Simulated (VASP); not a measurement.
# N (P6_3/mmc) in VASP: notebook, part 2 of 2

VASP 6.6.1. The steps go on from the part before.

### Step 3. Single point, PBE

This run uses another cell than the first one, of 6.72 Å³/atom, 1.020 times its volume.

INCAR reads:

```
PREC = Accurate
ENCUT = 520
EDIFF = 1E-7
ISMEAR = -1
SIGMA = 0.05
LREAL = F
LASPH = T
NELM = 60
ALGO = Normal
ISIF = 2
LWAVE = F
LCHARG = T
GGA = PE
LELF = T
LVHAR = T
NBANDS = 12
```

KPOINTS reads:

```
regular mesh
0
Gamma
  12 12 11
```

POSCAR reads:

```
N
1.0
    2.5194737886      0.0000000000      0.0000000000
   -1.2597368943      2.1819283051      0.0000000000
    0.0000000000      0.0000000000      2.4460020000
N
2
Direct
    0.3333333333      0.6666666667      0.7500000000
    0.6666666667      0.3333333333      0.2500000000
```

Potentials or basis: VASP PAW PBE potentials, release 64 (N).

Started as:

```
$ cat potpaw_PBE.64/N/POTCAR > POTCAR
$ mpirun -np 1 vasp_std > vasp.out
```

Wall time 8 s (1 thread of Intel Xeon Platinum 8488C (Sapphire Rapids), shared host); peak memory 0.12 GiB.

Results (log left out):

- Free energy: -9.4015 eV
- Pressure: 10.2 GPa
- Band gap on the k mesh: zero (band 5 reaches 8.19 eV, above the bottom of band 6 at 4.07 eV)

Stress tensor (GPa, compression positive):
```
14.22  0.00  0.00
 0.00 14.22  0.00
 0.00  0.00  2.15
```

Levels at points of the mesh, in eV from the Fermi level:
```tsv
k point	band 1	band 2	band 3	band 4	band 5	band 6	band 7	band 8	band 9	band 10
(0.00, 0.00, 0.00)	-22.06	-5.76	-4.79	-2.36	-2.36	2.81	2.81	6.14	14.61	18.12
(0.50, 0.00, 0.00)	-17.45	-14.49	-4.99	-2.26	-1.51	1.71	2.71	5.07	13.68	24.11
```

### Step 4. Single point, PBE

This run uses another cell than the first one, of 6.72 Å³/atom, 1.020 times its volume.

INCAR reads:

```
SYSTEM = N
PREC = Accurate
ENCUT = 520
EDIFF = 1E-6
ISMEAR = -1
SIGMA = 0.05
LREAL = .FALSE.
LASPH = .TRUE.
NELM = 80
ALGO = Normal
ISIF = 2
LWAVE = .FALSE.
LCHARG = .FALSE.
GGA = PE
NBANDS = 12
```

KPOINTS reads:

```
regular mesh
0
G
  12 12 11
  0 0 0
```

POSCAR is that of step 3.

Started as:

```
$ cat potpaw_PBE.64/N/POTCAR > POTCAR
$ mpirun -np 1 vasp_std > vasp.out
```

Run time: 7.1 s. Hardware: 1 thread of Intel Xeon Platinum 8488C (Sapphire Rapids), shared host; peak memory 0.12 GiB.

It converged, with:

```yaml
Free_energy: -9.4015 eV
Pressure: 10.2 GPa
Band_gap_on_the_k_mesh: zero (band 5 reaches 8.19 eV, above the bottom of band 6 at 4.07 eV)
```

Stress tensor (GPa, compression positive):
```
14.22  0.00  0.00
 0.00 14.22  0.00
 0.00  0.00  2.15
```

Levels at points of the mesh, in eV from the Fermi level:
```csv
k point,band 2,band 3,band 4,band 5,band 6,band 7,band 8,band 9
"(0.00, 0.00, 0.00)",-5.76,-4.79,-2.36,-2.36,2.81,2.81,6.14,14.61
"(0.50, 0.00, 0.00)",-14.49,-4.99,-2.26,-1.51,1.71,2.71,5.07,13.68
```

### Step 5. Single point, PBE (volume scaled by 1.02)

INCAR reads:

```
  ALGO = Normal
  EDIFF = 1E-6
  ENCUT = 520
  GGA = PE
  ISIF = 2
  ISMEAR = -1
  LASPH = T
  LCHARG = T
  LELF = T
  LREAL = F
  LVHAR = T
  LWAVE = F
  NBANDS = 12
  NELM = 80
  PREC = Accurate
  SIGMA = 0.05
```

KPOINTS reads:

```
k-points
0
Gamma
  12 12 11
```

POSCAR reads:

```
N
1.0
    2.5361595317      0.0000000000      0.0000000000
   -1.2680797659      2.1963785825      0.0000000000
    0.0000000000      0.0000000000      2.4622011608
N
2
Direct
    0.3333333333      0.6666666667      0.7500000000
    0.6666666667      0.3333333333      0.2500000000
```

Potentials or basis: VASP PAW PBE potentials, release 64 (N).

Started as:

```
$ cat potpaw_PBE.64/N/POTCAR > POTCAR
$ mpirun -np 1 vasp_std > vasp.out
```

OUTCAR:

```text
EDIFF = 1E-6
   ENCUT = 520
   GGA = PE
   ISIF = 2
   ISMEAR = -1
   LASPH = T
   LREAL = F
   NELM = 80
   PREC = Accurate

 ion  position               nearest neighbor table
   1  0.333  0.667  0.750-
   2  0.667  0.333  0.250-

  LATTYP: Found a hexagonal cell.
 ALAT       =     2.5361595317
 C/A-ratio  =     0.9708384390

  Lattice vectors:

 A1 = (   2.5361595317,   0.0000000000,   0.0000000000)
 A2 = (  -1.2680797659,   2.1963785825,   0.0000000000)
 A3 = (   0.0000000000,   0.0000000000,   2.4622011608)

Analysis of symmetry for initial positions (statically):
=====================================================================
 Subroutine PRICEL returns:
 Original cell was already a primitive cell.

 Routine SETGRP: Setting up the symmetry group for a
 hexagonal supercell.

 Subroutine GETGRP returns: Found 24 space group operations
 (whereof 12 operations were pure point group operations)
 out of a pool of 24 trial point group operations.

[... 165 lines left out ...]

 val. band max:        6.7315803276   @ k =   0.2500   0.0833   0.1818
 cond. band min:       6.7321762898   @ k =   0.1667   0.0833   0.2727
 fundamental gap:      0.0005959622
 Fermi energy:         6.7320584193

 k-point     1 :       0.0000    0.0000    0.0000
  band No.  band energies     occupation
      1     -15.0338      2.00000
      2       0.8243      2.00000
      3       2.0657      2.00000
      4       4.4429      2.00000
      5       4.4429      2.00000
      6       9.5181      0.00000
      7       9.5181      0.00000
      8      12.7472      0.00000
      9      21.3488      0.00000
     10      24.6838      0.00000
     11      31.9522      0.00000
     12      31.9522      0.00000
[... 331 lines left out ...]
 k-point    24 :       0.3333    0.0000    0.0909
  band No.  band energies     occupation
      1     -12.3516      2.00000
      2      -4.6772      2.00000
      3       2.3751      2.00000
      4       2.5015      2.00000
      5       5.7642      2.00000
      6       8.2966      0.00000
      7      10.6996      0.00000
      8      11.1272      0.00000
      9      21.7790      0.00000
     10      27.7542      0.00000
     11      33.0549      0.00000
     12      34.9048      0.00000

 [... further k-points ...]
[... 5 lines left out ...]
  --------------------------------------------------------------------------------------
  -------------------------------------------------------------------------------------
  Total        0.8786863      0.8786863     -0.2437133     -0.0000000     -0.0000000      0.0000000
  in kB      102.6448475    102.6448475    -28.4696787     -0.0000000     -0.0000000      0.0000000
  external PRESSURE =      58.9400054 kB  Pullay stress =       0.0000000 kB

 VOLUME and BASIS-vectors are now :
 -----------------------------------------------------------------------------
  energy-cutoff  :      520.00
  volume of cell :       13.72
      direct lattice vectors                 reciprocal lattice vectors
     2.536159532  0.000000000  0.000000000     0.394296963  0.227647458  0.000000000
    -1.268079766  2.196378582  0.000000000     0.000000000  0.455294915  0.000000000
     0.000000000  0.000000000  2.462201161     0.000000000  0.000000000  0.406140658

 POSITION                                       TOTAL-FORCE (eV/Angst)
 -----------------------------------------------------------------------------------
     -0.00000      1.46425      1.84665         0.000000     -0.000000      0.000000
      1.26808      0.73213      0.61555        -0.000000      0.000000      0.000000
 -----------------------------------------------------------------------------------
    total drift:                               -0.000000      0.000000      0.000000

  FREE ENERGIE OF THE ION-ELECTRON SYSTEM (eV)
  ---------------------------------------------------
  free  energy   TOTEN  =        -9.4154671632 eV

  energy  without entropy=       -9.4070946267  energy(sigma->0) =       -9.41128089
```

stdout:

```text
POSCAR found type information on POSCAR N
 POSCAR found :  1 types and       2 ions
 scaLAPACK will be used
 LDA part: xc-table for (Slater+PW92), standard interpolation
 POSCAR, INCAR and KPOINTS ok, starting setup
 FFT: planning ... GRIDC
 FFT: planning ... GRID_SOFT
 FFT: planning ... GRID
 WAVECAR not read
 entering main loop
```

Run time: 7.3 s. Hardware: 1 thread of Intel Xeon Platinum 8488C (Sapphire Rapids), shared host; peak memory 0.12 GiB.

Results:

```
Free energy            : -9.4155 eV
Pressure               : 5.9 GPa
Band gap on the k mesh : zero (band 5 reaches 7.83 eV, above the bottom of band 6 at 3.88 eV)
```

Stress tensor (GPa, compression positive):
```
10.26  0.00  0.00
 0.00 10.26  0.00
 0.00  0.00 -2.85
```

Levels at points of the mesh, in eV from the Fermi level:
```csv
k point,band 2,band 3,band 4,band 5,band 6,band 7,band 8,band 9
"(0.00, 0.00, 0.00)",-5.91,-4.67,-2.29,-2.29,2.79,2.79,6.02,14.62
"(0.50, 0.00, 0.00)",-14.30,-4.86,-2.30,-1.45,1.70,2.63,4.98,13.68
```

Caveat: the cell differs from its parent crystal (volume scaled by 1.02).

### Step 6. Summary

| cell | gap on the mesh (eV) | pressure (GPa) |
| --- | --- | --- |
| a = 2.503, b = 2.503, c = 2.430 Å, angles 90.0, 90.0, 120.0°, 2 atoms | none | 14.9 |
| a = 2.519, b = 2.519, c = 2.446 Å, angles 90.0, 90.0, 120.0°, 2 atoms | none | 10.2 |
| a = 2.536, b = 2.536, c = 2.462 Å, angles 90.0, 90.0, 120.0°, 2 atoms | none | 5.9 |

Alike in all rows: task single point; level PBE; potentials or basis VASP PAW PBE potentials, release 64 (N); no spin polarisation; k mesh 12 × 12 × 11; cutoff (eV) 520; smearing fermi-dirac 0.05 eV.

Total energies depend on the potentials used, so only differences within one code and one set of settings carry meaning.
